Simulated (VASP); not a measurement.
# Si53Ge (a cell with a defect) in VASP: single point with PBE

Aim: the single point of Si53Ge (a cell with a defect) with PBE.

Everything below comes from runs of VASP 6.6.1. Logs are shortened: lines on timing, memory, paths and dates and some standing lists are left out, and cuts for length are marked.

## (1) The cell of the first run

The cell holds a defect, 54 atoms: a = 11.604 Å, b = 11.604 Å, c = 11.604 Å, α = 60.00°, β = 60.00°, γ = 60.00°.

## (2) Single point, PBE

File INCAR:

```
ALGO = Normal ; EDIFF = 1E-7
ENCUT = 520 ; GGA = PE
ISIF = 2 ; ISMEAR = 0
LASPH = True ; LCHARG = False
LREAL = Auto ; LWAVE = False
NBANDS = 146 ; NELM = 100
PREC = Accurate ; SIGMA = 0.02
```

File KPOINTS:

```
k-points
0
Gamma
  2 2 2
```

File POSCAR:

```
Si53Ge
1.0
    0.0000000000      8.2051404892     -8.2051404892
    8.2051404892      8.2051404892      0.0000000000
    8.2051404892      0.0000000000     -8.2051404892
Ge Si
1 53
Direct
    0.5833333333      0.2500000000      0.5833333333
    0.5833598035      0.5838148778      0.5833598035
    0.5833598035      0.9161321818      0.5833598035
    0.2494655152      0.2500264702      0.5833598035
    0.2494655152      0.5838148778      0.5833598035
    0.2499738861      0.9166405527      0.5834116751
    0.9171482112      0.2500264702      0.5833598035
    0.9166775971      0.5833442638      0.5833005419
    0.9171482112      0.9161321818      0.5833598035
    0.5833598035      0.2500264702      0.2494655152
    0.5833598035      0.5838148778      0.2494655152
    0.5834116751      0.9166405527      0.2499738861
    0.2499738861      0.2500783418      0.2499738861
    0.2499925681      0.5833407653      0.2499925681
    0.2499738861      0.9166405527      0.2499738861
    0.9171482112      0.2500264702      0.2494655152
    0.9166740986      0.5833407653      0.2499925681
    0.9166740986      0.9166592347      0.2499925681
    0.5833598035      0.2500264702      0.9171482112
    0.5833005419      0.5833442638      0.9166775971
    0.5833598035      0.9161321818      0.9171482112
    0.2494655152      0.2500264702      0.9171482112
    0.2499925681      0.5833407653      0.9166740986
    0.2499925681      0.9166592347      0.9166740986
    0.9166775971      0.2499672086      0.9166775971
    0.9166775971      0.5833442638      0.9166775971
    0.9166740986      0.9166592347      0.9166740986
    0.6679561061      0.3346227728      0.6679561061
    0.6666790735      0.6666542598      0.6666790735
    0.6679561061     -0.0038683184      0.6679561061
    0.3294650149      0.3346227728      0.6679561061
    0.3333406765      0.6666040106      0.6667146365
    0.3333406765      1.0000073431      0.6667146365
    0.9999875932      0.3333457402      0.6666790735
    0.9999875932      0.6666542598      0.6666790735
    0.9999373439      0.0000073431      0.6667146365
    0.6679561061      0.3346227728      0.3294650149
    0.6667146365      0.6666040106      0.3333406765
    0.6667146365      1.0000073431      0.3333406765
    0.3333406765      0.3333813032      0.3333406765
    0.3333406765      0.6666040106      0.3333406765
    0.3333333333      0.0000000000      0.3333333333
    0.9999373439      0.3333813032      0.3333406765
    1.0000091262      0.6666757928      0.3333059548
    0.9999373439      0.0000073431      0.3333406765
    0.6666790735      0.3333457402      0.9999875932
    0.6666790735      0.6666542598      0.9999875932
    0.6667146365      0.0000073431      0.9999373439
    0.3333406765      0.3333813032      0.9999373439
    0.3333059548      0.6666757928      1.0000091262
    0.3333406765      0.0000073431      0.9999373439
    0.9999875932      0.3333457402      0.9999875932
    1.0000091262      0.6666757928      1.0000091262
    1.0000091262     -0.0000273785      1.0000091262
```

Potentials or basis: VASP PAW PBE potentials, release 64 (Ge_d, Si).

Run with:

```bash
$ cat potpaw_PBE.64/Ge_d/POTCAR potpaw_PBE.64/Si/POTCAR > POTCAR
$ mpirun -np 1 vasp_std > vasp.out
```

OUTCAR:

```text
EDIFF = 1E-7
   ENCUT = 520
   GGA = PE
   ISIF = 2
   ISMEAR = 0
   LASPH = True
   LREAL = Auto
   NELM = 100
   PREC = Accurate

 ion  position               nearest neighbor table
   1  0.583  0.250  0.583-  31 2.41  37 2.41  30 2.41  28 2.41
   2  0.583  0.584  0.583-  28 2.36  29 2.36  32 2.37  38 2.37
   3  0.583  0.916  0.583-  30 2.36  29 2.36  33 2.37  39 2.37
   4  0.249  0.250  0.583-  31 2.36  34 2.36  40 2.37  33 2.37
   5  0.249  0.584  0.583-  31 2.36  35 2.36  41 2.37  32 2.37
   6  0.250  0.917  0.583-  32 2.37  33 2.37  36 2.37  42 2.37
[... 46 lines left out ...]
  53  0.000  0.667  0.000-  17 2.37  23 2.37  27 2.37  26 2.37
  54  0.000  1.000  0.000-  18 2.37  24 2.37  27 2.37  25 2.37

  LATTYP: Found a face centered cubic cell.
 ALAT       =    16.4102809784

  Lattice vectors:

 A1 = (   0.0000000000,   8.2051404892,  -8.2051404892)
 A2 = (   8.2051404892,   8.2051404892,   0.0000000000)
 A3 = (   8.2051404892,   0.0000000000,  -8.2051404892)

Analysis of symmetry for initial positions (statically):
=====================================================================
 Subroutine PRICEL returns:
 Original cell was already a primitive cell.

 Routine SETGRP: Setting up the symmetry group for a
 face centered cubic supercell.

 Subroutine GETGRP returns: Found 24 space group operations
 (whereof  6 operations were pure point group operations)
 out of a pool of 48 trial point group operations.

The static configuration has the point symmetry C_3v.
 The point group associated with its full space group is T_d .

Analysis of symmetry for dynamics (positions and initial velocities):
=====================================================================
 Subroutine PRICEL returns:
 Original cell was already a primitive cell.

 Routine SETGRP: Setting up the symmetry group for a
 face centered cubic supercell.

 Subroutine GETGRP returns: Found 24 space group operations
 (whereof  6 operations were pure point group operations)
 out of a pool of 48 trial point group operations.

The dynamic configuration has the point symmetry C_3v.
 The point group associated with its full space group is T_d .

 Subroutine INISYM returns: Found 24 space group operations
 (whereof  6 operations are pure point group operations),
 and found     1 'primitive' translations

----------------------------------------------------------------------------------------

                                     Primitive cell

  volume of cell :    1104.8112

  direct lattice vectors                    reciprocal lattice vectors
     0.000000000  8.205140489 -8.205140489    -0.060937409  0.060937409 -0.060937409
     8.205140489  8.205140489  0.000000000     0.060937409  0.060937409  0.060937409
     8.205140489  0.000000000 -8.205140489     0.060937409 -0.060937409 -0.060937409

  length of vectors
    11.603820961 11.603820961 11.603820961     0.105546688  0.105546688  0.105546688

  position of ions in fractional coordinates (direct lattice)
     0.583333333  0.250000000  0.583333333
     0.583359804  0.583814878  0.583359804
     0.583359804  0.916132182  0.583359804
     0.249465515  0.250026470  0.583359804
     0.249465515  0.583814878  0.583359804
     0.249973886  0.916640553  0.583411675
[... 46 lines left out ...]
     0.000009126  0.666675793  0.000009126
     0.000009126  0.999972621  0.000009126

  ion indices of the primitive-cell ions
   primitive index   ion index
                 1           1
                 2           2
                 3           3
                 4           4
                 5           5
                 6           6
[... 46 lines left out ...]
                53          53
                54          54

----------------------------------------------------------------------------------------

 KPOINTS: k-points

Automatic generation of k-mesh.
 Grid dimensions read from file:
 generate k-points for:    2    2    2

 Generating k-lattice:

  Cartesian coordinates                     Fractional coordinates (reciprocal lattice)
    -0.030468704  0.030468704 -0.030468704     0.500000000  0.000000000  0.000000000
     0.030468704  0.030468704  0.030468704     0.000000000  0.500000000  0.000000000
     0.030468704 -0.030468704 -0.030468704     0.000000000  0.000000000  0.500000000

  Length of vectors
     0.052773344  0.052773344  0.052773344

  Shift w.r.t. Gamma in fractional coordinates (k-lattice)
     0.000000000  0.000000000  0.000000000

 Subroutine IBZKPT returns following result:
 ===========================================

 Found      3 irreducible k-points:

 Following reciprocal coordinates:
            Coordinates               Weight
  0.000000  0.000000  0.000000      1.000000
  0.500000  0.000000  0.000000      4.000000
  0.500000  0.500000  0.000000      3.000000
   k-points           NKPTS =      3   k-points in BZ     NKDIM =      3   number of bands    NBANDS=    146
   number of dos      NEDOS =    301   number of ions     NIONS =     54
   total plane-waves  NPLWV = 729000
   dimension x,y,z NGX =    90 NGY =   90 NGZ =   90
   dimension x,y,z NGXF=   180 NGYF=  180 NGZF=  180
   ions per type =               1  53
   NGX,Y,Z   is equivalent  to a cutoff of  12.89, 12.89, 12.89 a.u.
   NGXF,Y,Z  is equivalent  to a cutoff of  25.79, 25.79, 25.79 a.u.
 SYSTEM =  unknown system
   PREC   = accura    normal or accurate (medium, high low for compatibility)
   ISTART =      0    job   : 0-new  1-cont  2-samecut
   ICHARG =      2    charge: 1-file 2-atom 10-const
   ISPIN  =      1    spin polarized calculation?
   LNONCOLLINEAR =      F non collinear calculations
   LSORBIT =      F    spin-orbit coupling
   LASPH  =      T    aspherical Exc in radial PAW
   ENCUT  =  520.0 eV  38.22 Ry    6.18 a.u.  21.58 21.58 21.58*2*pi/ulx,y,z
   NELM   =    100;   NELMIN=  2; NELMDL= -5     # of ELM steps
   EDIFF  = 0.1E-06   stopping-criterion for ELM
   LREAL  =      T    real-space projection
   EDIFFG = 0.1E-05   stopping-criterion for IOM
   NSW    =      0    number of steps for IOM
   IBRION =     -1    ionic relax: 0-MD 1-quasi-New 2-CG
   NFREE  =      0    steps in history (QN), initial steepest desc. (CG)
   ISIF   =      2    stress and relaxation
   ISYM   =      2    0-nonsym 1-usesym 2-fastsym
   POTIM  = 0.5000    time-step for ionic-motion
   TEBEG  =    0.0;   TEEND  =   0.0 temperature during run
   PSTRESS=    0.0 pullay stress
   NELECT =     226.0000    total number of electrons
   NUPDOWN=      -1.0000    fix difference up-down
   EMIN   =  10.00;   EMAX   =-10.00  energy-range for DOS
   EFERMI =   0.00;   METHOD = LEGACY
   ISMEAR =     0;   SIGMA  =   0.02  broadening in eV -4-tet -1-fermi 0-gaus
   EFERMI_NEDOS =   21; number of points for ismear=-14 and -15
   IALGO  =     38    algorithm
   IMIX   =      4    mixing-type and parameters
     AMIX     =   0.40;   BMIX     =  1.00
     AMIX_MAG =   1.60;   BMIX_MAG =  1.00
  volume/ion in A,a.u.               =      20.46       138.07
  Fermi-wavevector in a.u.,A,eV,Ry     =   0.964602  1.822834 12.659644  0.930458
  Thomas-Fermi vector in A             =   2.094248
   LORBIT       =      0    0 simple, 1 ext, 2 COOP (PROOUT), +10 PAW based schemes
   GGA     = PE    functional components
   LHFCALC =     F    Hartree Fock is set to
   AEXX    =    0.0000 exact exchange contribution
   IVDW    =     0    specifies the selected vdW correction
   LEPSILON=     F    determine dielectric tensor
   LRPA    =     F    only Hartree local field effects (RPA)
 non-spin polarized calculation
 Gauss-broadening in eV      SIGMA  =   0.02
  energy-cutoff  :      520.00
  volume of cell :     1104.81
 maximum number of plane-waves:     29794
 NGX is ok and might be reduce to    90
   NGX = 43   NGY = 43   NGZ = 43

 number of electron     226.0000005 magnetization

 Free energy of the ion-electron system (eV)
  ---------------------------------------------------
  ext. energy  EPLUGINS =         0.00000000
  ---------------------------------------------------
  free energy    TOTEN  =      -291.35702578 eV

  energy without entropy =     -291.35702578  energy(sigma->0) =     -291.35702578

 E-fermi :   5.7846     XC(G=0):  -9.3398

 val. band max:        5.6240288300   @ k =   0.0000   0.0000   0.0000
 cond. band min:       6.3298957902   @ k =   0.0000   0.0000   0.0000
 fundamental gap:      0.7058669602
 Fermi energy:         5.7845679930

 k-point     1 :       0.0000    0.0000    0.0000
  band No.  band energies     occupation
      1     -18.4472      2.00000
      2     -18.4472      2.00000
      3     -18.4472      2.00000
      4     -18.4230      2.00000
      5     -18.4230      2.00000
      6      -6.2230      2.00000
[... 117 lines left out ...]
    124       7.1883      0.00000
    125       7.1883      0.00000

 k-point     2 :       0.5000    0.0000    0.0000
  band No.  band energies     occupation
      1     -18.4472      2.00000
      2     -18.4472      2.00000
      3     -18.4472      2.00000
      4     -18.4230      2.00000
      5     -18.4230      2.00000
      6      -5.8844      2.00000
[... 117 lines left out ...]
    124       7.5842      0.00000
    125       7.6066      0.00000

 k-point     3 :       0.5000    0.5000    0.0000
  band No.  band energies     occupation
      1     -18.4472      2.00000
      2     -18.4472      2.00000
      3     -18.4472      2.00000
      4     -18.4230      2.00000
      5     -18.4230      2.00000
      6      -5.7644      2.00000
[... 117 lines left out ...]
    124       7.6499      0.00000
    125       7.7242      0.00000
 [bands above 125 left out]

------------------------ aborting loop because EDIFF is reached ----------------------------------------

  FORCE on cell =-STRESS in cart. coord.  units (eV):
  Direction    XX          YY          ZZ          XY          YZ          ZX
  --------------------------------------------------------------------------------------
  -------------------------------------------------------------------------------------
  Total        1.4397211      1.4397211      1.4397211      0.0000000     -0.0000000     -0.0000000
  in kB        2.0878577      2.0878577      2.0878577      0.0000000     -0.0000000     -0.0000000
  external PRESSURE =       2.0878577 kB  Pullay stress =       0.0000000 kB

 VOLUME and BASIS-vectors are now :
 -----------------------------------------------------------------------------
  energy-cutoff  :      520.00
  volume of cell :     1104.81
      direct lattice vectors                 reciprocal lattice vectors
     0.000000000  8.205140489 -8.205140489    -0.060937409  0.060937409 -0.060937409
     8.205140489  8.205140489  0.000000000     0.060937409  0.060937409  0.060937409
     8.205140489  0.000000000 -8.205140489     0.060937409 -0.060937409 -0.060937409

 POSITION                                       TOTAL-FORCE (eV/Angst)
 -----------------------------------------------------------------------------------
      6.83762      6.83762     -9.57266        -0.000000     -0.000000     -0.000000
      9.57683      9.57683     -9.57310         0.004767      0.004767      0.000272
     12.30354     12.30354     -9.57310        -0.004767     -0.004767      0.000272
      6.83805      4.09840     -6.83345        -0.000272     -0.004767      0.004767
      9.57683      6.83718     -6.83345         0.004767      0.000272      0.004767
     12.30814      9.57224     -6.83805        -0.002077      0.002077      0.002077
[... 46 lines left out ...]
      5.47024      5.47024     -0.00015        -0.001979     -0.001979      0.001979
      8.20499      8.20499     -0.00015         0.001979      0.001979      0.001979
 -----------------------------------------------------------------------------------
    total drift:                                0.000002      0.000003     -0.000001

  FREE ENERGIE OF THE ION-ELECTRON SYSTEM (eV)
  ---------------------------------------------------
  free  energy   TOTEN  =      -291.3570257820 eV

  energy  without entropy=     -291.3570257820  energy(sigma->0) =     -291.35702578
```

Wall time 19 min (1 thread of Intel Xeon Platinum 8259CL at 2.50GHz (Skylake/Cascade Lake), shared host); peak memory 1.4 GiB.

Results:

```
Free energy            : -291.3570 eV
Pressure               : 0.2 GPa
Largest force          : 0.007 eV/Å
Band gap on the k mesh : 0.71 eV
```

Forces in eV/Å, atoms in the order of the input:
```
Ge   0.000  0.000  0.000
Si   0.005  0.005  0.000
Si  -0.005 -0.005  0.000
Si   0.000 -0.005  0.005
Si   0.005  0.000  0.005
Si  -0.002  0.002  0.002
Si   0.000  0.005 -0.005
Si   0.000  0.000  0.000
Si  -0.005  0.000 -0.005
Si  -0.005  0.000  0.005
Si   0.000  0.005  0.005
Si   0.002 -0.002  0.002
Si  -0.002 -0.002 -0.002
Si   0.000  0.000  0.002
Si   0.002  0.002 -0.002
Si  -0.005  0.005  0.000
Si   0.000  0.002  0.000
Si  -0.002  0.000  0.000
Si   0.005  0.000 -0.005
Si   0.000  0.000  0.000
Si   0.000 -0.005 -0.005
Si   0.005 -0.005  0.000
Si   0.002  0.000  0.000
Si   0.000 -0.002  0.000
Si   0.000  0.000  0.000
Si   0.000  0.000  0.000
Si   0.000  0.000 -0.002
Si  -0.002 -0.002  0.002
Si   0.000  0.000  0.002
Si   0.002  0.002  0.002
Si  -0.002  0.002 -0.002
Si   0.002 -0.001 -0.001
Si   0.001 -0.002 -0.001
Si  -0.002  0.000  0.000
Si   0.000  0.002  0.000
Si   0.001 -0.001 -0.002
Si   0.002 -0.002 -0.002
Si  -0.001  0.002 -0.001
Si  -0.002  0.001 -0.001
Si   0.001  0.001  0.002
Si  -0.001 -0.001  0.002
Si   0.000  0.000  0.000
Si   0.001  0.002  0.001
Si   0.002 -0.002 -0.002
Si  -0.002 -0.001  0.001
Si   0.000 -0.002  0.000
Si   0.002  0.000  0.000
Si  -0.001  0.001 -0.002
Si   0.002  0.001  0.001
Si  -0.002  0.002 -0.002
Si  -0.001 -0.002  0.001
Si   0.000  0.000 -0.002
Si  -0.002 -0.002  0.002
Si   0.002  0.002  0.002
```

Levels at points of the mesh, in eV from the valence-band top:
```
           k point  band 111  band 112  band 113  band 114  band 115  band 116
(0.00, 0.00, 0.00)      0.00      0.00      0.00      0.71      0.75      0.75
(0.50, 0.00, 0.00)     -0.46     -0.43     -0.43      1.06      1.07      1.07
(0.50, 0.50, 0.00)     -0.56     -0.55     -0.55      0.74      0.75      1.69
```
